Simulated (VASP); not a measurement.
# Sr (I4/mmm) in VASP: further runs

Runs on Sr. Level: PBEsol. Tasks: single point.

All numbers are computed with VASP 6.6.1; they aren't measurements. Logs are shortened: lines on timing, memory, paths and dates and some standing lists are left out, and cuts for length are marked.

## (1) The cell of the first run

The structure is tetragonal, space group I4/mmm (No. 139). Conventional cell: a = 4.195 Å, b = 4.195 Å, c = 6.389 Å, α = 90.00°, β = 90.00°, γ = 90.00°. Within 5.5 Å of Sr (site symmetry 4/mmm) lie 12 Sr at 4.19 to 4.36 Å.

## (2) Single point, PBEsol (strain -0.025 along x and y, +0.050 along z)

INCAR reads:

```
SYSTEM = Sr
PREC     = Accurate       ! precision mode
ENCUT    = 520            ! plane-wave cutoff, eV
EDIFF    = 1E-6           ! SCF threshold, eV
ISMEAR   = 0              ! smearing method
SIGMA    = 0.03           ! smearing width, eV
LREAL    = .False.        ! projectors in reciprocal space
LASPH    = .True.         ! aspherical terms in the spheres
NELM     = 100            ! most SCF steps
ALGO     = Fast           ! electronic algorithm
ISIF     = 2              ! what is computed and relaxed
LWAVE    = .False.        ! write WAVECAR
LCHARG   = .False.        ! write CHGCAR
GGA      = PS             ! functional
NBANDS   = 11             ! bands
```

KPOINTS reads:

```
Automatic mesh
0
Gamma
  10 10 10
  0 0 0
```

POSCAR reads:

```
Sr
1.0
    0.0000000000      2.9662912500      3.1944675000
    2.9662912500      0.0000000000      3.1944675000
    2.9662912500      2.9662912500      0.0000000000
Sr
1
Direct
    0.0000000000      0.0000000000      0.0000000000
```

Potentials or basis: VASP PAW PBE potentials, release 64 (Sr_sv).

Launch:

```
$ cat potpaw_PBE.64/Sr_sv/POTCAR > POTCAR
$ mpirun -np 1 vasp_std > vasp.out
```

OUTCAR:

```text
SYSTEM = Sr
   PREC = Accurate
   ENCUT = 520
   EDIFF = 1E-6
   ISMEAR = 0
   LREAL = .False.
   LASPH = .True.
   NELM = 100
   ISIF = 2
   GGA = PS

 ion  position               nearest neighbor table
   1  0.000  0.000  0.000-

  LATTYP: Found a body centered tetragonal cell.
 ALAT       =     4.1949693157
 C/A-ratio  =     1.5229992210

  Lattice vectors:

 A1 = (  -2.9662912500,   0.0000000000,   3.1944675000)
 A2 = (   2.9662912500,   0.0000000000,   3.1944675000)
 A3 = (   0.0000000000,   2.9662912500,  -3.1944675000)

Analysis of symmetry for initial positions (statically):
=====================================================================
 Subroutine PRICEL returns:
 Original cell was already a primitive cell.

 Routine SETGRP: Setting up the symmetry group for a
 body centered tetragonal supercell.

 Subroutine GETGRP returns: Found 16 space group operations
 (whereof 16 operations were pure point group operations)
 out of a pool of 16 trial point group operations.

The static configuration has the point symmetry D_4h.

Analysis of symmetry for dynamics (positions and initial velocities):
=====================================================================
 Subroutine PRICEL returns:
 Original cell was already a primitive cell.

 Routine SETGRP: Setting up the symmetry group for a
 body centered tetragonal supercell.

 Subroutine GETGRP returns: Found 16 space group operations
 (whereof 16 operations were pure point group operations)
 out of a pool of 16 trial point group operations.

The dynamic configuration has the point symmetry D_4h.

 Subroutine INISYM returns: Found 16 space group operations
 (whereof 16 operations are pure point group operations),
 and found     1 'primitive' translations

----------------------------------------------------------------------------------------

                                     Primitive cell

  volume of cell :      56.2155

  direct lattice vectors                    reciprocal lattice vectors
     0.000000000  2.966291250  3.194467500    -0.168560656  0.168560656  0.156520609
     2.966291250  0.000000000  3.194467500     0.168560656 -0.168560656  0.156520609
     2.966291250  2.966291250  0.000000000     0.168560656  0.168560656 -0.156520609

  length of vectors
     4.359301135  4.359301135  4.194969316     0.285173791  0.285173791  0.285173791

  position of ions in fractional coordinates (direct lattice)
     0.000000000  0.000000000  0.000000000

  ion indices of the primitive-cell ions
   primitive index   ion index
                 1           1

----------------------------------------------------------------------------------------

 KPOINTS: Automatic mesh

Automatic generation of k-mesh.
 Grid dimensions read from file:
 generate k-points for:   10   10   10

 Generating k-lattice:

  Cartesian coordinates                     Fractional coordinates (reciprocal lattice)
    -0.016856066  0.016856066  0.015652061     0.100000000 -0.000000000  0.000000000
     0.016856066 -0.016856066  0.015652061    -0.000000000  0.100000000  0.000000000
     0.016856066  0.016856066 -0.015652061     0.000000000  0.000000000  0.100000000

  Length of vectors
     0.028517379  0.028517379  0.028517379

  Shift w.r.t. Gamma in fractional coordinates (k-lattice)
     0.000000000  0.000000000  0.000000000

 Subroutine IBZKPT returns following result:
 ===========================================

 Found    102 irreducible k-points:

 Following reciprocal coordinates:
            Coordinates               Weight
  0.000000  0.000000  0.000000      1.000000
  0.100000 -0.000000  0.000000      8.000000
  0.200000 -0.000000  0.000000      8.000000
  0.300000 -0.000000  0.000000      8.000000
  0.400000 -0.000000  0.000000      8.000000
  0.500000  0.000000  0.000000      4.000000
[... 16 lines left out ...]
  0.300000  0.300000  0.000000      2.000000
  0.400000  0.300000  0.000000      8.000000
 [... further k-points ...]
   k-points           NKPTS =    102   k-points in BZ     NKDIM =    102   number of bands    NBANDS=     11
   number of dos      NEDOS =    301   number of ions     NIONS =      1
   total plane-waves  NPLWV =  32768
   dimension x,y,z NGX =    32 NGY =   32 NGZ =   32
   dimension x,y,z NGXF=    64 NGYF=   64 NGZF=   64
   ions per type =               1
   NGX,Y,Z   is equivalent  to a cutoff of  12.20, 12.20, 12.68 a.u.
   NGXF,Y,Z  is equivalent  to a cutoff of  24.41, 24.41, 25.36 a.u.
 SYSTEM =  Sr
   PREC   = accura    normal or accurate (medium, high low for compatibility)
   ISTART =      0    job   : 0-new  1-cont  2-samecut
   ICHARG =      2    charge: 1-file 2-atom 10-const
   ISPIN  =      1    spin polarized calculation?
   LNONCOLLINEAR =      F non collinear calculations
   LSORBIT =      F    spin-orbit coupling
   LASPH  =      T    aspherical Exc in radial PAW
   ENCUT  =  520.0 eV  38.22 Ry    6.18 a.u.   8.11  8.11  7.80*2*pi/ulx,y,z
   NELM   =    100;   NELMIN=  2; NELMDL= -5     # of ELM steps
   EDIFF  = 0.1E-05   stopping-criterion for ELM
   LREAL  =      F    real-space projection
   EDIFFG = 0.1E-04   stopping-criterion for IOM
   NSW    =      0    number of steps for IOM
   IBRION =     -1    ionic relax: 0-MD 1-quasi-New 2-CG
   NFREE  =      0    steps in history (QN), initial steepest desc. (CG)
   ISIF   =      2    stress and relaxation
   ISYM   =      2    0-nonsym 1-usesym 2-fastsym
   POTIM  = 0.5000    time-step for ionic-motion
   TEBEG  =    0.0;   TEEND  =   0.0 temperature during run
   PSTRESS=    0.0 pullay stress
   NELECT =      10.0000    total number of electrons
   NUPDOWN=      -1.0000    fix difference up-down
   EMIN   =  10.00;   EMAX   =-10.00  energy-range for DOS
   EFERMI =   0.00;   METHOD = LEGACY
   ISMEAR =     0;   SIGMA  =   0.03  broadening in eV -4-tet -1-fermi 0-gaus
   EFERMI_NEDOS =   21; number of points for ismear=-14 and -15
   IALGO  =     68    algorithm
   IMIX   =      4    mixing-type and parameters
     AMIX     =   0.40;   BMIX     =  1.00
     AMIX_MAG =   1.60;   BMIX_MAG =  1.00
  volume/ion in A,a.u.               =      56.22       379.36
  Fermi-wavevector in a.u.,A,eV,Ry     =   0.920710  1.739889 11.533750  0.847707
  Thomas-Fermi vector in A             =   2.046046
   LORBIT       =      0    0 simple, 1 ext, 2 COOP (PROOUT), +10 PAW based schemes
   GGA     = PS    functional components
   LHFCALC =     F    Hartree Fock is set to
   AEXX    =    0.0000 exact exchange contribution
   IVDW    =     0    specifies the selected vdW correction
   LEPSILON=     F    determine dielectric tensor
   LRPA    =     F    only Hartree local field effects (RPA)
 non-spin polarized calculation
 RMM-DIIS sequential band-by-band and
 Gauss-broadening in eV      SIGMA  =   0.03
  energy-cutoff  :      520.00
  volume of cell :       56.22
 maximum number of plane-waves:      1527
   NGX = 17   NGY = 17   NGZ = 15

 number of electron      10.0000000 magnetization

 Free energy of the ion-electron system (eV)
  ---------------------------------------------------
  ext. energy  EPLUGINS =         0.00000000
  ---------------------------------------------------
  free energy    TOTEN  =        -1.82284865 eV

  energy without entropy =       -1.82161002  energy(sigma->0) =       -1.82222933

 E-fermi :   1.4554     XC(G=0):  -7.3635

 val. band max:        1.4532248227   @ k =  -0.3000   0.4000   0.2000
 cond. band min:       1.4638141172   @ k =  -0.4000   0.2000   0.1000
 fundamental gap:      0.0105892945
 Fermi energy:         1.4554074144

 k-point     1 :       0.0000    0.0000    0.0000
  band No.  band energies     occupation
      1     -35.1622      2.00000
      2     -17.0713      2.00000
      3     -17.0636      2.00000
      4     -17.0636      2.00000
      5      -2.2008      2.00000
      6       3.4827      0.00000
      7       3.8835      0.00000
      8       3.8835      0.00000
      9       4.8142      0.00000
     10       5.4695      0.00000
     11       8.5125      0.00000

 k-point     2 :       0.1000   -0.0000    0.0000
  band No.  band energies     occupation
      1     -35.1609      2.00000
      2     -17.0846      2.00000
      3     -17.0718      2.00000
      4     -17.0651      2.00000
      5      -2.0428      2.00000
      6       3.4193      0.00000
      7       3.7647      0.00000
      8       3.9612      0.00000
      9       4.7577      0.00000
     10       5.3466      0.00000
     11       8.9018      0.00000

 k-point     3 :       0.2000   -0.0000    0.0000
  band No.  band energies     occupation
      1     -35.1577      2.00000
      2     -17.1311      2.00000
      3     -17.0811      2.00000
      4     -17.0690      2.00000
      5      -1.5902      2.00000
      6       2.9681      0.00000
      7       3.7226      0.00000
      8       4.1007      0.00000
      9       4.8167      0.00000
     10       5.1836      0.00000
     11       8.6122      0.00000

 k-point     4 :       0.3000   -0.0000    0.0000
  band No.  band energies     occupation
      1     -35.1537      2.00000
      2     -17.1884      2.00000
      3     -17.0917      2.00000
      4     -17.0738      2.00000
      5      -0.9113      2.00000
      6       2.3837      0.00000
      7       3.5798      0.00000
      8       4.0534      0.00000
      9       5.2653      0.00000
     10       5.3760      0.00000
     11       7.7622      0.00000

 k-point     5 :       0.4000   -0.0000    0.0000
  band No.  band energies     occupation
      1     -35.1505      2.00000
      2     -17.2342      2.00000
      3     -17.1002      2.00000
      4     -17.0776      2.00000
      5      -0.1483      2.00000
      6       1.8219      0.00000
      7       3.4136      0.00000
      8       3.8963      0.00000
      9       5.8262      0.00000
     10       5.9108      0.00000
     11       7.1638      0.00000
[... 211 lines left out ...]
 k-point    21 :      -0.3000    0.2000    0.0000
  band No.  band energies     occupation
      1     -35.1493      2.00000
      2     -17.2194      2.00000
      3     -17.1359      2.00000
      4     -17.0791      2.00000
      5       0.1622      2.00000
      6       1.9663      0.00000
      7       2.7262      0.00000
      8       4.2456      0.00000
      9       5.2303      0.00000
     10       6.6284      0.00000
     11       6.9161      0.00000

 k-point    22 :      -0.2000    0.2000    0.0000
  band No.  band energies     occupation
      1     -35.1520      2.00000
      2     -17.1949      2.00000
      3     -17.1167      2.00000
      4     -17.0721      2.00000
      5      -0.6031      2.00000
      6       2.3444      0.00000
      7       3.1274      0.00000
      8       4.4101      0.00000
      9       4.7109      0.00000
     10       5.9740      0.00000
     11       7.8603      0.00000

 k-point    23 :       0.3000    0.3000    0.0000
  band No.  band energies     occupation
      1     -35.1531      2.00000
      2     -17.1804      2.00000
      3     -17.0977      2.00000
      4     -17.0977      2.00000
      5      -0.6576      2.00000
      6       2.3042      0.00000
      7       2.8531      0.00000
      8       4.8987      0.00000
      9       4.8987      0.00000
     10       5.9489      0.00000
     11       9.1918      0.00000

 k-point    24 :       0.4000    0.3000    0.0000
  band No.  band energies     occupation
      1     -35.1508      2.00000
      2     -17.2022      2.00000
      3     -17.1132      2.00000
      4     -17.1032      2.00000
      5      -0.1191      2.00000
      6       2.1250      0.00000
      7       2.5103      0.00000
      8       5.0568      0.00000
      9       5.3447      0.00000
     10       6.1512      0.00000
     11       7.5556      0.00000

 [... further k-points ...]
[... 5 lines left out ...]
  --------------------------------------------------------------------------------------
  -------------------------------------------------------------------------------------
  Total       -0.2633905     -0.2633905     -0.4134308      0.0000000      0.0000000     -0.0000000
  in kB       -7.5067961     -7.5067961    -11.7830404      0.0000000      0.0000000     -0.0000000
  external PRESSURE =      -8.9322109 kB  Pullay stress =       0.0000000 kB

 VOLUME and BASIS-vectors are now :
 -----------------------------------------------------------------------------
  energy-cutoff  :      520.00
  volume of cell :       56.22
      direct lattice vectors                 reciprocal lattice vectors
     0.000000000  2.966291250  3.194467500    -0.168560656  0.168560656  0.156520609
     2.966291250  0.000000000  3.194467500     0.168560656 -0.168560656  0.156520609
     2.966291250  2.966291250  0.000000000     0.168560656  0.168560656 -0.156520609

 POSITION                                       TOTAL-FORCE (eV/Angst)
 -----------------------------------------------------------------------------------
      0.00000      0.00000      0.00000         0.000000      0.000000      0.000000
 -----------------------------------------------------------------------------------
    total drift:                                0.000000      0.000000      0.000000

  FREE ENERGIE OF THE ION-ELECTRON SYSTEM (eV)
  ---------------------------------------------------
  free  energy   TOTEN  =        -1.8228486486 eV

  energy  without entropy=       -1.8216100153  energy(sigma->0) =       -1.82222933
```

It took 16 s on 1 thread of Intel Xeon 6975P-C (Granite Rapids), shared host; peak memory 0.21 GiB.

What came out:

- Free energy: -1.8228 eV
- Pressure: -0.9 GPa
- Band gap on the k mesh: zero (bands 5 and 6 overlap by 0.06 eV)

Caveat: the cell differs from its parent crystal (strain -0.025 along x and y, +0.050 along z); the PAW data sets were made with another functional, which shifts forces and pressure a little.

## (3) Single point, PBEsol (strain +0.025 along x and y, -0.050 along z)

INCAR reads:

```
SYSTEM = Sr
PREC = Accurate ; ENCUT = 520
EDIFF = 1E-6 ; ISMEAR = 0
SIGMA = 0.03 ; LREAL = .False.
LASPH = .True. ; NELM = 60
ALGO = Fast ; ISIF = 2
LWAVE = .False. ; LCHARG = .True.
GGA = PS ; LELF = .True.
LVHAR = .True. ; NBANDS = 11
```

KPOINTS is that of step 2.

POSCAR reads:

```
Sr
1.0
    0.0000000000      3.1184087500      2.8902325000
    3.1184087500      0.0000000000      2.8902325000
    3.1184087500      3.1184087500      0.0000000000
Sr
1
Direct
    0.0000000000      0.0000000000      0.0000000000
```

Potentials or basis: VASP PAW PBE potentials, release 64 (Sr_sv).

Launch:

```
$ cat potpaw_PBE.64/Sr_sv/POTCAR > POTCAR
$ mpirun -np 1 vasp_std > vasp.out
```

It took 21 s on 1 thread of Intel Xeon 6975P-C (Granite Rapids), shared host; peak memory 0.22 GiB.

It converged, with:

```
Free energy            : -1.8247 eV
Pressure               : -0.9 GPa
Band gap on the k mesh : zero (bands 5 and 6 overlap by 0.06 eV)
```

Levels at points of the mesh, in eV from the Fermi level:
| k point | band 2 | band 3 | band 4 | band 5 | band 6 | band 7 | band 8 | band 9 |
| --- | --- | --- | --- | --- | --- | --- | --- | --- |
| (0.00, 0.00, 0.00) | -18.52 | -18.52 | -18.52 | -3.66 | 2.17 | 2.17 | 2.55 | 3.40 |
| (0.50, 0.00, 0.00) | -18.70 | -18.56 | -18.53 | -1.15 | 0.02 | 1.88 | 2.39 | 4.56 |
| (0.50, 0.50, 0.00) | -18.69 | -18.61 | -18.61 | -0.52 | 0.21 | 1.43 | 4.72 | 4.77 |
| (0.50, 0.00, 0.50) | -18.69 | -18.59 | -18.57 | -0.73 | 0.41 | 0.77 | 4.60 | 4.81 |

Caveat: the cell differs from its parent crystal (strain +0.025 along x and y, -0.050 along z); the PAW data sets were made with another functional, which shifts forces and pressure a little.

## (4) Single point, PBEsol (strain +0.025 along x and y, -0.025 along z)

INCAR reads:

```
SYSTEM = Sr
ALGO = Fast
EDIFF = 1E-6
ENCUT = 520
GGA = PS
ISIF = 2
ISMEAR = 0
LASPH = .True.
LCHARG = .False.
LREAL = .False.
LWAVE = .False.
NBANDS = 11
NELM = 80
PREC = Accurate
SIGMA = 0.03
```

KPOINTS reads:

```
k-points
0
Gamma
  10 10 10
  0 0 0
```

POSCAR reads:

```
Sr
1.0
    0.0000000000      3.1184087500      2.9662912500
    3.1184087500      0.0000000000      2.9662912500
    3.1184087500      3.1184087500      0.0000000000
Sr
1
Direct
    0.0000000000      0.0000000000      0.0000000000
```

Launch:

```
$ cat potpaw_PBE.64/Sr_sv/POTCAR > POTCAR
$ mpirun -np 1 vasp_std > vasp.out
```

Run time: 20 s. Hardware: 1 thread of Intel Xeon 6975P-C (Granite Rapids), shared host; peak memory 0.22 GiB.

The run converged. Its results:

| Item | Value |
| --- | --- |
| Free energy | -1.8161 eV |
| Pressure | -1.1 GPa |
| Band gap on the k mesh | zero (bands 5 and 6 overlap by 0.07 eV) |

Stress tensor (GPa, compression positive):
```
-1.12  0.00  0.00
 0.00 -1.12  0.00
 0.00  0.00 -1.01
```

Levels at points of the mesh, in eV from the Fermi level:
| k point | band 1 | band 2 | band 3 | band 4 | band 5 | band 6 | band 7 | band 8 | band 9 | band 10 |
| --- | --- | --- | --- | --- | --- | --- | --- | --- | --- | --- |
| (0.00, 0.00, 0.00) | -36.67 | -18.57 | -18.57 | -18.57 | -3.61 | 2.18 | 2.18 | 2.42 | 3.45 | 3.82 |
| (0.50, 0.00, 0.00) | -36.65 | -18.74 | -18.60 | -18.59 | -1.14 | 0.00 | 1.95 | 2.27 | 4.54 | 4.73 |
| (0.50, 0.50, 0.00) | -36.65 | -18.73 | -18.65 | -18.65 | -0.53 | 0.27 | 1.21 | 4.63 | 4.79 | 4.80 |
| (0.50, 0.00, 0.50) | -36.65 | -18.73 | -18.64 | -18.62 | -0.67 | 0.39 | 0.79 | 4.58 | 4.78 | 5.12 |

Caveat: the cell differs from its parent crystal (strain +0.025 along x and y, -0.025 along z); the PAW data sets were made with another functional, which shifts forces and pressure a little.

(Part 1 of 2 ends here.)

The gap in the log of VASP goes by the Fermi energy; the results here count the filled bands.